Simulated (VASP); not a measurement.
# ZnSe (F-43m) in VASP: notebook, part 2 of 2

VASP 6.6.1.

## 4. Single point, r2SCAN (23.65 Å³/atom)

This run uses another cell than the first one, of 23.65 Å³/atom.

Contents of POSCAR:

```
ZnSe
1.0
    0.0000000000      2.8702870882      2.8702870882
    2.8702870882      0.0000000000      2.8702870882
    2.8702870882      2.8702870882      0.0000000000
Zn Se
1 1
Direct
    0.0000000000      0.0000000000      0.0000000000
    0.2500000000      0.2500000000      0.2500000000
```

Contents of INCAR.step1:

```
SYSTEM = ZnSe
ALGO = Normal
EDIFF = 1E-5
ENCUT = 550
GGA = PE
GGA_COMPAT = .False.
ISMEAR = 0
LASPH = .True.
LCHARG = .False.
LREAL = .False.
LWAVE = .True.
NBANDS = 16
NELM = 120
PREC = Accurate
SIGMA = 0.05
```

Contents of INCAR.step2:

```
SYSTEM = ZnSe
ALGO = Normal
EDIFF = 1E-6
ENCUT = 550
GGA_COMPAT = .False.
ISIF = 2
ISMEAR = 0
ISTART = 1
LASPH = .True.
LCHARG = .True.
LELF = .True.
LMIXTAU = .True.
LREAL = .False.
LVHAR = .True.
LWAVE = .False.
METAGGA = R2SCAN
NBANDS = 16
NELM = 120
PREC = Accurate
SIGMA = 0.05
```

Contents of KPOINTS:

```
k-points
0
Gamma
  6 6 6
  0 0 0
```

Potentials or basis: VASP PAW PBE potentials, release 64 (Zn, Se).

The run is started by

```
> cat potpaw_PBE.64/Zn/POTCAR potpaw_PBE.64/Se/POTCAR > POTCAR
> cp INCAR.step1 INCAR
> mpirun -np 1 vasp_std > vasp.out
> cp INCAR.step2 INCAR
> mpirun -np 1 vasp_std > vasp.out
```

OUTCAR:

```text
SYSTEM = ZnSe
   EDIFF = 1E-6
   ENCUT = 550
   ISIF = 2
   ISMEAR = 0
   ISTART = 1
   LASPH = .True.
   LREAL = .False.
   METAGGA = R2SCAN
   NELM = 120
   PREC = Accurate

 ion  position               nearest neighbor table
   1  0.000  0.000  0.000-   2 2.49   2 2.49   2 2.49   2 2.49
   2  0.250  0.250  0.250-   1 2.49   1 2.49   1 2.49   1 2.49

  LATTYP: Found a face centered cubic cell.
 ALAT       =     5.7405741764

  Lattice vectors:

 A1 = (   0.0000000000,   2.8702870882,   2.8702870882)
 A2 = (   2.8702870882,   0.0000000000,   2.8702870882)
 A3 = (   2.8702870882,   2.8702870882,   0.0000000000)

Analysis of symmetry for initial positions (statically):
=====================================================================
 Subroutine PRICEL returns:
 Original cell was already a primitive cell.

 Routine SETGRP: Setting up the symmetry group for a
 face centered cubic supercell.

 Subroutine GETGRP returns: Found 24 space group operations
 (whereof 24 operations were pure point group operations)
 out of a pool of 48 trial point group operations.

The static configuration has the point symmetry T_d .

Analysis of symmetry for dynamics (positions and initial velocities):
=====================================================================
 Subroutine PRICEL returns:
 Original cell was already a primitive cell.

 Routine SETGRP: Setting up the symmetry group for a
 face centered cubic supercell.

 Subroutine GETGRP returns: Found 24 space group operations
 (whereof 24 operations were pure point group operations)
 out of a pool of 48 trial point group operations.

The dynamic configuration has the point symmetry T_d .

 Subroutine INISYM returns: Found 24 space group operations
 (whereof 24 operations are pure point group operations),
 and found     1 'primitive' translations

----------------------------------------------------------------------------------------

                                     Primitive cell

  volume of cell :      47.2940

  direct lattice vectors                    reciprocal lattice vectors
     0.000000000  2.870287088  2.870287088    -0.174198603  0.174198603  0.174198603
     2.870287088  0.000000000  2.870287088     0.174198603 -0.174198603  0.174198603
     2.870287088  2.870287088  0.000000000     0.174198603  0.174198603 -0.174198603

  length of vectors
     4.059198928  4.059198928  4.059198928     0.301720830  0.301720830  0.301720830

  position of ions in fractional coordinates (direct lattice)
     0.000000000  0.000000000  0.000000000
     0.250000000  0.250000000  0.250000000

  ion indices of the primitive-cell ions
   primitive index   ion index
                 1           1
                 2           2

----------------------------------------------------------------------------------------

 KPOINTS: k-points

Automatic generation of k-mesh.
 Grid dimensions read from file:
 generate k-points for:    6    6    6

 Generating k-lattice:

  Cartesian coordinates                     Fractional coordinates (reciprocal lattice)
    -0.029033100  0.029033100  0.029033100     0.166666667  0.000000000  0.000000000
     0.029033100 -0.029033100  0.029033100     0.000000000  0.166666667  0.000000000
     0.029033100  0.029033100 -0.029033100     0.000000000  0.000000000  0.166666667

  Length of vectors
     0.050286805  0.050286805  0.050286805

  Shift w.r.t. Gamma in fractional coordinates (k-lattice)
     0.000000000  0.000000000  0.000000000

 Subroutine IBZKPT returns following result:
 ===========================================

 Found     16 irreducible k-points:

 Following reciprocal coordinates:
            Coordinates               Weight
  0.000000  0.000000  0.000000      1.000000
  0.166667  0.000000  0.000000      8.000000
  0.333333  0.000000  0.000000      8.000000
  0.500000  0.000000  0.000000      4.000000
  0.166667  0.166667  0.000000      6.000000
  0.333333  0.166667  0.000000     24.000000
[... 8 lines left out ...]
 -0.333333  0.333333  0.166667     24.000000
 -0.333333  0.500000  0.166667     12.000000
   k-points           NKPTS =     16   k-points in BZ     NKDIM =     16   number of bands    NBANDS=     16
   number of dos      NEDOS =    301   number of ions     NIONS =      2
   total plane-waves  NPLWV =  32768
   dimension x,y,z NGX =    32 NGY =   32 NGZ =   32
   dimension x,y,z NGXF=    64 NGYF=   64 NGZF=   64
   ions per type =               1   1
   NGX,Y,Z   is equivalent  to a cutoff of  13.11, 13.11, 13.11 a.u.
   NGXF,Y,Z  is equivalent  to a cutoff of  26.21, 26.21, 26.21 a.u.
 SYSTEM =  ZnSe
   PREC   = accura    normal or accurate (medium, high low for compatibility)
   ISTART =      1    job   : 0-new  1-cont  2-samecut
   ICHARG =      0    charge: 1-file 2-atom 10-const
   ISPIN  =      1    spin polarized calculation?
   LNONCOLLINEAR =      F non collinear calculations
   LSORBIT =      F    spin-orbit coupling
   LASPH  =      T    aspherical Exc in radial PAW
   ENCUT  =  550.0 eV  40.42 Ry    6.36 a.u.   7.76  7.76  7.76*2*pi/ulx,y,z
   NELM   =    120;   NELMIN=  2; NELMDL=  0     # of ELM steps
   EDIFF  = 0.1E-05   stopping-criterion for ELM
   LREAL  =      F    real-space projection
   EDIFFG = 0.1E-04   stopping-criterion for IOM
   NSW    =      0    number of steps for IOM
   IBRION =     -1    ionic relax: 0-MD 1-quasi-New 2-CG
   NFREE  =      0    steps in history (QN), initial steepest desc. (CG)
   ISIF   =      2    stress and relaxation
   ISYM   =      2    0-nonsym 1-usesym 2-fastsym
   POTIM  = 0.5000    time-step for ionic-motion
   TEBEG  =    0.0;   TEEND  =   0.0 temperature during run
   PSTRESS=    0.0 pullay stress
   NELECT =      18.0000    total number of electrons
   NUPDOWN=      -1.0000    fix difference up-down
   EMIN   =  10.00;   EMAX   =-10.00  energy-range for DOS
   EFERMI =   0.00;   METHOD = LEGACY
   ISMEAR =     0;   SIGMA  =   0.05  broadening in eV -4-tet -1-fermi 0-gaus
   EFERMI_NEDOS =   21; number of points for ismear=-14 and -15
   IALGO  =     38    algorithm
   IMIX   =      4    mixing-type and parameters
     AMIX     =   0.40;   BMIX     =  1.00
     AMIX_MAG =   1.60;   BMIX_MAG =  1.00
  volume/ion in A,a.u.               =      23.65       159.58
  Fermi-wavevector in a.u.,A,eV,Ry     =   1.186398  2.241967 19.150741  1.407540
  Thomas-Fermi vector in A             =   2.322571
   LORBIT       =      0    0 simple, 1 ext, 2 COOP (PROOUT), +10 PAW based schemes
   METAGGA = R2SCAN    functional components
   LHFCALC =     F    Hartree Fock is set to
   AEXX    =    0.0000 exact exchange contribution
   IVDW    =     0    specifies the selected vdW correction
   LEPSILON=     F    determine dielectric tensor
   LRPA    =     F    only Hartree local field effects (RPA)
 non-spin polarized calculation
 Gauss-broadening in eV      SIGMA  =   0.05
  energy-cutoff  :      550.00
  volume of cell :       47.29
 maximum number of plane-waves:      1411
   NGX = 15   NGY = 15   NGZ = 15

 number of electron      18.0000015 magnetization

 Free energy of the ion-electron system (eV)
  ---------------------------------------------------
  ext. energy  EPLUGINS =         0.00000000
  ---------------------------------------------------
  free energy    TOTEN  =       -24.89180612 eV

  energy without entropy =      -24.89180612  energy(sigma->0) =      -24.89180612

 E-fermi :   1.2139     XC(G=0):  -9.7330

 val. band max:        0.9776844589   @ k =   0.0000   0.0000   0.0000
 cond. band min:       2.6785263358   @ k =   0.0000   0.0000   0.0000
 fundamental gap:      1.7008418769
 Fermi energy:         1.2139428522

 k-point     1 :       0.0000    0.0000    0.0000
  band No.  band energies     occupation
      1     -12.4877      2.00000
      2      -5.5896      2.00000
      3      -5.5896      2.00000
      4      -5.5896      2.00000
      5      -5.2198      2.00000
      6      -5.2198      2.00000
[... 8 lines left out ...]
     15      12.9243      0.00000
     16      12.9243      0.00000
[... 267 lines left out ...]
 k-point    16 :      -0.3333    0.5000    0.1667
  band No.  band energies     occupation
      1     -11.4801      2.00000
      2      -5.4712      2.00000
      3      -5.3800      2.00000
      4      -5.3012      2.00000
      5      -5.2060      2.00000
      6      -4.9746      2.00000
[... 8 lines left out ...]
     15      15.2165      0.00000
     16      15.7410      0.00000

------------------------ aborting loop because EDIFF is reached ----------------------------------------

  FORCE on cell =-STRESS in cart. coord.  units (eV):
  Direction    XX          YY          ZZ          XY          YZ          ZX
  --------------------------------------------------------------------------------------
  -------------------------------------------------------------------------------------
  Total       -0.6749106     -0.6749106     -0.6749106      0.0000000     -0.0000000     -0.0000000
  in kB      -22.8639257    -22.8639257    -22.8639257      0.0000000     -0.0000000     -0.0000000
  external PRESSURE =     -22.8639257 kB  Pullay stress =       0.0000000 kB

 VOLUME and BASIS-vectors are now :
 -----------------------------------------------------------------------------
  energy-cutoff  :      550.00
  volume of cell :       47.29
      direct lattice vectors                 reciprocal lattice vectors
     0.000000000  2.870287088  2.870287088    -0.174198603  0.174198603  0.174198603
     2.870287088  0.000000000  2.870287088     0.174198603 -0.174198603  0.174198603
     2.870287088  2.870287088  0.000000000     0.174198603  0.174198603 -0.174198603

 POSITION                                       TOTAL-FORCE (eV/Angst)
 -----------------------------------------------------------------------------------
      0.00000      0.00000      0.00000        -0.000000      0.000000     -0.000000
      1.43514      1.43514      1.43514         0.000000     -0.000000      0.000000
 -----------------------------------------------------------------------------------
    total drift:                                0.000000      0.000000      0.000000

  FREE ENERGIE OF THE ION-ELECTRON SYSTEM (eV)
  ---------------------------------------------------
  free  energy   TOTEN  =       -24.8918061212 eV

  energy  without entropy=      -24.8918061212  energy(sigma->0) =      -24.89180612
```

It took 75 s on 1 thread of Intel Xeon Platinum 8259CL at 2.50GHz (Skylake/Cascade Lake), shared host; peak memory 0.19 GiB.

What came out:

| Property | Result |
| --- | --- |
| Free energy | -24.8918 eV |
| Pressure | -2.3 GPa |
| Band gap on the k mesh | 1.70 eV |

Caveat: the PAW data sets were made with another functional, which shifts forces and pressure a little. r2SCAN opens gaps a little over a GGA but as a rule still falls short of measured ones.

## 5. The runs side by side

```tsv
cell	gap on the mesh (eV)	pressure (GPa)
a = 4.035 Å, angles 60.0°, 2 atoms	1.78	-1.3
a = 4.054 Å, angles 60.0°, 2 atoms	1.72	-2.1
a = 4.059 Å, angles 60.0°, 2 atoms	1.70	-2.3
```

Alike in all rows: task single point; level r2SCAN; potentials or basis VASP PAW PBE potentials, release 64 (Zn, Se); no spin polarisation; k mesh 6 × 6 × 6; cutoff (eV) 550; smearing gaussian 0.05 eV.

Caveats: the PAW data sets were made with another functional, which shifts forces and pressure a little.

Absolute energies hang on the potentials; compare differences alone.
